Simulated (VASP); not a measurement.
A run of VASP 6.6.1 is set up as follows.

File INCAR:

```
SYSTEM = Cr
PREC = Accurate
ENCUT = 520
EDIFF = 1E-6
ISMEAR = 1
SIGMA = 0.1
LREAL = .FALSE.
LASPH = .TRUE.
NELM = 150
ALGO = Fast
ISIF = 2
LWAVE = .FALSE.
LCHARG = .FALSE.
ISPIN = 2
MAGMOM = 1 -1
LORBIT = 11
LMAXMIX = 4
GGA = PS
NBANDS = 23
```

KPOINTS

```
regular mesh
0
G
  18 18 18
  0 0 0
```

Contents of POSCAR:

```
Cr
1.0
    2.8181981156      0.0000000000      0.0000000000
    0.0000000000      2.8181981156      0.0000000000
    0.0000000000      0.0000000000      2.8181981156
Cr
2
Direct
    0.0000000000      0.0000000000      0.0000000000
    0.5000000000      0.5000000000      0.5000000000
```

Potentials or basis: VASP PAW PBE potentials, release 64 (Cr_pv).

Run with:

```console
$ cat potpaw_PBE.64/Cr_pv/POTCAR > POTCAR
$ mpirun -np 1 vasp_std > vasp.out
```

Task: What does it give for the band gap on the k mesh?

Result: Zero (filled and empty bands overlap).

Task: Estimate the net moment.

Result: 0.00 μB per cell.

Task: Estimate the site moments.

Result: Cr +0.61, -0.61 μB.

Task: Predict the pressure.

Result: -0.1 GPa.

Caveat: an empty level that is flat over the whole mesh can mark a ghost state of the potentials, or a narrow d or f band; the antiferromagnetic order is the one typed at the start, and another may lie lower; the PAW data sets were made with another functional, which shifts forces and pressure a little.
